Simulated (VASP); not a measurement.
# GaP (F-43m) in VASP: a series of runs, part 2 of 2

VASP 6.6.1. Earlier steps stand in the parts before.

### 4 Single point, LDA

This run uses another cell than the first one, of 18.81 Å³/atom.

Input file INCAR:

```
PREC = Accurate
ENCUT = 520
EDIFF = 1E-7
ISMEAR = 0
SIGMA = 0.01
LREAL = False
LASPH = True
NELM = 60
ALGO = Normal
ISIF = 2
LWAVE = False
LCHARG = False
NBANDS = 16
```

Input file KPOINTS:

```
Automatic mesh
0
Gamma
  8 8 8
```

Input file POSCAR:

```
GaP
1.0
    0.0000000000      2.6594931160      2.6594931160
    2.6594931160      0.0000000000      2.6594931160
    2.6594931160      2.6594931160      0.0000000000
Ga P
1 1
Direct
    0.0000000000      0.0000000000      0.0000000000
    0.7500000000      0.7500000000      0.7500000000
```

Potentials or basis: VASP PAW LDA potentials, release 64 (Ga_d, P).

On the command line:

```bash
$ cat potpaw_LDA.64/Ga_d/POTCAR potpaw_LDA.64/P/POTCAR > POTCAR
$ mpirun -np 1 vasp_std > vasp.out
```

OUTCAR:

```text
PREC = Accurate
   ENCUT = 520
   EDIFF = 1E-7
   ISMEAR = 0
   LREAL = False
   LASPH = True
   NELM = 60
   ISIF = 2

 ion  position               nearest neighbor table
   1  0.000  0.000  0.000-   2 2.30   2 2.30   2 2.30   2 2.30
   2  0.750  0.750  0.750-   1 2.30   1 2.30   1 2.30   1 2.30

  LATTYP: Found a face centered cubic cell.
 ALAT       =     5.3189862320

  Lattice vectors:

 A1 = (   0.0000000000,   2.6594931160,   2.6594931160)
 A2 = (   2.6594931160,   0.0000000000,   2.6594931160)
 A3 = (   2.6594931160,   2.6594931160,   0.0000000000)

Analysis of symmetry for initial positions (statically):
=====================================================================
 Subroutine PRICEL returns:
 Original cell was already a primitive cell.

 Routine SETGRP: Setting up the symmetry group for a
 face centered cubic supercell.

 Subroutine GETGRP returns: Found 24 space group operations
 (whereof 24 operations were pure point group operations)
 out of a pool of 48 trial point group operations.

The static configuration has the point symmetry T_d .

Analysis of symmetry for dynamics (positions and initial velocities):
=====================================================================
 Subroutine PRICEL returns:
 Original cell was already a primitive cell.

 Routine SETGRP: Setting up the symmetry group for a
 face centered cubic supercell.

 Subroutine GETGRP returns: Found 24 space group operations
 (whereof 24 operations were pure point group operations)
 out of a pool of 48 trial point group operations.

The dynamic configuration has the point symmetry T_d .

 Subroutine INISYM returns: Found 24 space group operations
 (whereof 24 operations are pure point group operations),
 and found     1 'primitive' translations

----------------------------------------------------------------------------------------

                                     Primitive cell

  volume of cell :      37.6207

[... 102 lines left out ...]
   EFERMI =   0.00;   METHOD = LEGACY
   ISMEAR =     0;   SIGMA  =   0.01  broadening in eV -4-tet -1-fermi 0-gaus
   EFERMI_NEDOS =   21; number of points for ismear=-14 and -15
   IALGO  =     38    algorithm
   IMIX   =      4    mixing-type and parameters
     AMIX     =   0.40;   BMIX     =  1.00
     AMIX_MAG =   1.60;   BMIX_MAG =  1.00
  volume/ion in A,a.u.               =      18.81       126.94
  Fermi-wavevector in a.u.,A,eV,Ry     =   1.280433  2.419667 22.306863  1.639508
  Thomas-Fermi vector in A             =   2.412861
   LORBIT       =      0    0 simple, 1 ext, 2 COOP (PROOUT), +10 PAW based schemes
   GGA     = CA    functional components
   LHFCALC =     F    Hartree Fock is set to
   AEXX    =    0.0000 exact exchange contribution
   IVDW    =     0    specifies the selected vdW correction
   LEPSILON=     F    determine dielectric tensor
   LRPA    =     F    only Hartree local field effects (RPA)
 non-spin polarized calculation
 Gauss-broadening in eV      SIGMA  =   0.01
  energy-cutoff  :      520.00
  volume of cell :       37.62
 maximum number of plane-waves:      1036
   NGX = 13   NGY = 13   NGZ = 13

 number of electron      17.9999985 magnetization

 Free energy of the ion-electron system (eV)
  ---------------------------------------------------
  ext. energy  EPLUGINS =         0.00000000
  ---------------------------------------------------
  free energy    TOTEN  =       -10.43070238 eV

  energy without entropy =      -10.43070238  energy(sigma->0) =      -10.43070238

 E-fermi :   5.3663     XC(G=0): -10.4944

 val. band max:        5.2911284561   @ k =   0.0000   0.0000   0.0000
 cond. band min:       6.6326917616   @ k =   0.5000   0.5000   0.0000
 fundamental gap:      1.3415633055
 Fermi energy:         5.3662745642

 k-point     1 :       0.0000    0.0000    0.0000
  band No.  band energies     occupation
      1      -9.5625      2.00000
      2      -9.5625      2.00000
      3      -9.5625      2.00000
      4      -9.4403      2.00000
      5      -9.4403      2.00000
      6      -7.7940      2.00000
[... 433 lines left out ...]
      3      -9.5091      2.00000
      4      -9.4477      2.00000
      5      -9.4313      2.00000
      6      -5.0048      2.00000
[... 8 lines left out ...]
     15      17.4249      0.00000
     16      18.1197      0.00000

 [... further k-points ...]
[... 5 lines left out ...]
  --------------------------------------------------------------------------------------
  -------------------------------------------------------------------------------------
  Total        0.9689275      0.9689275      0.9689275      0.0000000      0.0000000     -0.0000000
  in kB       41.2643731     41.2643731     41.2643731      0.0000000      0.0000000     -0.0000000
  external PRESSURE =      41.2643731 kB  Pullay stress =       0.0000000 kB

 VOLUME and BASIS-vectors are now :
 -----------------------------------------------------------------------------
  energy-cutoff  :      520.00
  volume of cell :       37.62
      direct lattice vectors                 reciprocal lattice vectors
     0.000000000  2.659493116  2.659493116    -0.188005751  0.188005751  0.188005751
     2.659493116  0.000000000  2.659493116     0.188005751 -0.188005751  0.188005751
     2.659493116  2.659493116  0.000000000     0.188005751  0.188005751 -0.188005751

 POSITION                                       TOTAL-FORCE (eV/Angst)
 -----------------------------------------------------------------------------------
      0.00000      0.00000      0.00000         0.000000      0.000000      0.000000
      3.98924      3.98924      3.98924        -0.000000     -0.000000     -0.000000
 -----------------------------------------------------------------------------------
    total drift:                               -0.000001     -0.000001     -0.000001

  FREE ENERGIE OF THE ION-ELECTRON SYSTEM (eV)
  ---------------------------------------------------
  free  energy   TOTEN  =       -10.4307023831 eV

  energy  without entropy=      -10.4307023831  energy(sigma->0) =      -10.43070238
```

stdout:

```text
POSCAR found type information on POSCAR GaP
 POSCAR found :  2 types and       2 ions
 scaLAPACK will be used
 LDA part: xc-table for (Slater(with rela. corr.)+CA(PZ))
 , standard interpolation
 POSCAR, INCAR and KPOINTS ok, starting setup
 FFT: planning ... GRIDC
 FFT: planning ... GRID_SOFT
 FFT: planning ... GRID
 WAVECAR not read
 entering main loop
```

Run time: 20 s. Hardware: 1 thread of Intel Xeon 8259CL, shared host; peak memory 0.15 GiB.

What came out:

```
Free energy            : -10.4307 eV
Pressure               : 4.1 GPa
Band gap on the k mesh : 1.34 eV (least direct gap 2.25 eV)
```

Levels at points of the mesh, in eV from the valence-band top:
```tsv
k point	band 6	band 7	band 8	band 9	band 10	band 11	band 12	band 13
(0.00, 0.00, 0.00)	-13.09	0.00	0.00	0.00	2.25	3.77	3.77	3.77
(0.50, 0.00, 0.00)	-10.75	-7.15	-1.24	-1.24	1.74	4.61	4.61	8.17
(0.50, 0.50, 0.00)	-9.73	-7.20	-2.97	-2.97	1.34	1.60	11.01	11.01
```

Caveat: the cell stands under pressure.

### 5 Relaxation of cell and atoms, LDA, target pressure 4 GPa, at which the enthalpy is minimised

This run uses another cell than the first one, of 19.59 Å³/atom.

Input file INCAR:

```
PREC = Accurate
ENCUT = 600
EDIFF = 1E-7
ISMEAR = 0
SIGMA = 0.01
LREAL = F
LASPH = T
NELM = 80
ALGO = Normal
ISIF = 3
LWAVE = F
LCHARG = F
GGA = CA
IBRION = 2
NSW = 80
EDIFFG = -0.001
PSTRESS = 40.0
```

Input file KPOINTS:

```
regular mesh
0
Gamma
  8 8 8
```

Input file POSCAR:

```
GaP
1.0
    0.0000000000      2.6956501129      2.6956501129
    2.6956501129      0.0000000000      2.6956501129
    2.6956501129      2.6956501129      0.0000000000
Ga P
1 1
Direct
    0.0000000000      0.0000000000      0.0000000000
    0.7500000000      0.7500000000      0.7500000000
```

Potentials or basis: VASP PAW LDA potentials, release 64 (Ga_d, P).

On the command line:

```bash
$ cat potpaw_LDA.64/Ga_d/POTCAR potpaw_LDA.64/P/POTCAR > POTCAR
$ mpirun -np 1 vasp_std > vasp.out
```

OUTCAR:

```text
PREC = Accurate
   ENCUT = 600
   EDIFF = 1E-7
   ISMEAR = 0
   LREAL = F
   LASPH = T
   NELM = 80
   ISIF = 3
   GGA = CA
   IBRION = 2
   NSW = 80
   EDIFFG = -0.001
   PSTRESS = 40.0

 ion  position               nearest neighbor table
   1  0.000  0.000  0.000-   2 2.33   2 2.33   2 2.33   2 2.33
   2  0.750  0.750  0.750-   1 2.33   1 2.33   1 2.33   1 2.33

  LATTYP: Found a face centered cubic cell.
 ALAT       =     5.3913002258

  Lattice vectors:

 A1 = (   0.0000000000,   2.6956501129,   2.6956501129)
 A2 = (   2.6956501129,   0.0000000000,   2.6956501129)
 A3 = (   2.6956501129,   2.6956501129,   0.0000000000)

Analysis of symmetry for initial positions (statically):
=====================================================================
 Subroutine PRICEL returns:
[... 375 lines left out ...]
 cond. band min:       6.6238753684   @ k =   0.5000   0.5000   0.0000
 fundamental gap:      1.3438812139
 Fermi energy:         5.3937358214

 k-point     1 :       0.0000    0.0000    0.0000
  band No.  band energies     occupation
      1      -9.5719      2.00000
      2      -9.5719      2.00000
      3      -9.5719      2.00000
      4      -9.4501      2.00000
      5      -9.4501      2.00000
      6      -7.7970      2.00000
      7       5.2800      2.00000
      8       5.2800      2.00000
      9       5.2800      2.00000
     10       7.5240      0.00000
     11       9.0471      0.00000
     12       9.0471      0.00000
     13       9.0471      0.00000
[... 354 lines left out ...]
  band No.  band energies     occupation
      1      -9.6782      2.00000
      2      -9.5344      2.00000
      3      -9.5186      2.00000
      4      -9.4574      2.00000
      5      -9.4411      2.00000
      6      -5.0119      2.00000
      7      -1.5813      2.00000
      8       1.7680      2.00000
      9       3.1148      2.00000
     10       8.8250      0.00000
     11       9.4046      0.00000
     12      11.8606      0.00000
     13      13.2999      0.00000

 [... further k-points ...]
[... 5 lines left out ...]
  --------------------------------------------------------------------------------------
  -------------------------------------------------------------------------------------
  Total        0.9404867      0.9404867      0.9404867      0.0000000      0.0000000     -0.0000000
  in kB       40.0142403     40.0142403     40.0142403      0.0000000      0.0000000     -0.0000000
  external PRESSURE =       0.0142403 kB  Pullay stress =      40.0000000 kB
[... 21 lines left out ...]
  energy  without entropy=      -10.4320682477  energy(sigma->0) =      -10.43206825

  enthalpy is  TOTEN    =        -9.4919162238 eV   P V=        0.9401520239

 reached required accuracy - stopping structural energy minimisation
```

Wall time 96 s (1 thread of Intel Xeon 8259CL, shared host); peak memory 0.16 GiB.

What came out:

* Free energy: -10.4321 eV
* Relaxed volume: 18.83 Å³/atom
* Relaxed cell: a = 3.762 Å, b = 3.762 Å, c = 3.762 Å, α = 60.00°, β = 60.00°, γ = 60.00°
* Space group after relaxing (to 0.1 Å): F-43m (No. 216)
* Energy change on relaxing (the run minimises the enthalpy): +9.4 meV/atom
* Ionic steps: 6
* Pressure after relaxing: 4.0 GPa
* Band gap on the k mesh: 1.34 eV (least direct gap 2.24 eV)

The path:
```csv
step,energy change (eV),largest force (eV/Å),pressure (GPa),volume (Å³)
1,0.0000,0.0000,0.10,39.18
2,0.0586,0.0000,7.45,36.54
3,0.0186,0.0000,3.94,37.66
4,0.0194,0.0000,4.08,37.63
5,0.0183,0.0000,3.93,37.68
6,0.0187,0.0000,4.00,37.66
```

Final structure:
```xyz
2
Lattice="0.0000 2.6604 2.6604 2.6604 0.0000 2.6604 2.6604 2.6604 0.0000" Properties=species:S:1:pos:R:3 pbc="T T T"
Ga    2.6604    2.6604    5.3207
P     3.9905    3.9905    3.9905
```

Caveat: the cell is relaxed towards a set pressure, so the run minimises the enthalpy, not the energy.

### 6 Overview

| task | cell | cutoff (eV) | gap on the mesh (eV) | pressure (GPa) |
| --- | --- | --- | --- | --- |
| single point | a = 3.858 Å, angles 60.0°, 2 atoms | 520 | 1.50 | -2.9 |
| relaxation of cell and atoms | relaxed to -3 GPa from a = 3.812 Å, angles 60.0°, 2 atoms | 600 | 1.50 | -3.0 |
| single point | a = 3.761 Å, angles 60.0°, 2 atoms | 520 | 1.34 | 4.1 |
| relaxation of cell and atoms | relaxed to 4 GPa from a = 3.812 Å, angles 60.0°, 2 atoms | 600 | 1.34 | 4.0 |

Alike in all rows: level LDA; potentials or basis VASP PAW LDA potentials, release 64 (Ga_d, P); no spin polarisation; k mesh 8 × 8 × 8; smearing gaussian 0.01 eV.

Caveats: the cell is relaxed towards a set pressure, so the run minimises the enthalpy, not the energy (at least some runs); the cell stands under pressure (at least some runs).

Total energies depend on the potentials used, so only differences within one code and one set of settings carry meaning.
